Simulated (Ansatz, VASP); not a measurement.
**One calculation of BaTe, two programs**

POSCAR

```
BaTe
1.0
    4.2448181598      0.0000000000      0.0000000000
    0.0000000000      4.2448181598      0.0000000000
    0.0000000000      0.0000000000      4.2448181598
Ba Te
1 1
Direct
    0.0000000000      0.0000000000      0.0000000000
    0.5000000000      0.5000000000      0.5000000000
```

The input INCAR.step1:

```
PREC = Accurate
ENCUT = 520
EDIFF = 1E-5
ISMEAR = 0
SIGMA = 0.01
LREAL = False
LASPH = True
NELM = 100
ALGO = Normal
ISIF = 2
LWAVE = True
LCHARG = False
NBANDS = 15
GGA = PE
```

The input INCAR.step2:

```
PREC = Accurate
ENCUT = 520
EDIFF = 1E-6
ISMEAR = 0
SIGMA = 0.01
LREAL = False
LASPH = True
NELM = 100
ALGO = Normal
ISIF = 2
LWAVE = False
LCHARG = False
GGA = PE
LHFCALC = True
AEXX = 0.5
HFSCREEN = 0.3
PRECFOCK = Normal
NBANDS = 15
ISTART = 1
```

File KPOINTS:

```
Automatic mesh
0
Gamma
  4 4 4
```

Input for Ansatz:

```yaml
crystal:
  lattice:
    - [4.2448181598, 0.0, 0.0]
    - [0.0, 4.2448181598, 0.0]
    - [0.0, 0.0, 4.2448181598]
  atoms:
    - { symbol: Ba, position: [0.0, 0.0, 0.0] }
    - { symbol: Te, position: [0.5, 0.5, 0.5] }
kpoints:
  mp_grid: { grid: [4, 4, 4] }
hamiltonian:
  xc: { exchange: pbe, correlation: pbe, exx: { coeff: 0.5, omega: 0.3 } }
scf:
  occupations: { method: fixed }
  n_extra_bands: 4
output:
  forces: true
  stress: true
  eigenvalues: true
```

Alike in both runs: task single point; functional PBE-based screened hybrid; k mesh 4 × 4 × 4; no spin polarisation.

|  | VASP | Ansatz |
| --- | --- | --- |
| version | VASP 6.6.1 | Ansatz 0.2.0 |
| potentials or method | VASP PAW PBE potentials, release 64 (Ba_sv, Te) | plane waves |
| plane-wave cutoff (eV) | 520 | 420 |
| occupations | gaussian, width 0.01 eV | fixed |
| valence electrons in the cell | 16 | 26 |

VASP gave:

```
gap on the k mesh at the Fermi level (eV) : 1.84
pressure (GPa)                            : -0.5
```

Q: Estimate Ansatz's values.

A: gap on the k mesh at the Fermi level (eV): 1.87; pressure (GPa): -0.6.

VASP's potentials were made for PBE, not for PBE-based screened hybrid. VASP's potentials hold 16 valence electrons a cell and Ansatz's 26, so a difference there can come from the potentials and not from the codes. Ansatz's warnings: stress exchange threshold loose, stress scf threshold loose.

Neither program's run includes spin-orbit coupling.
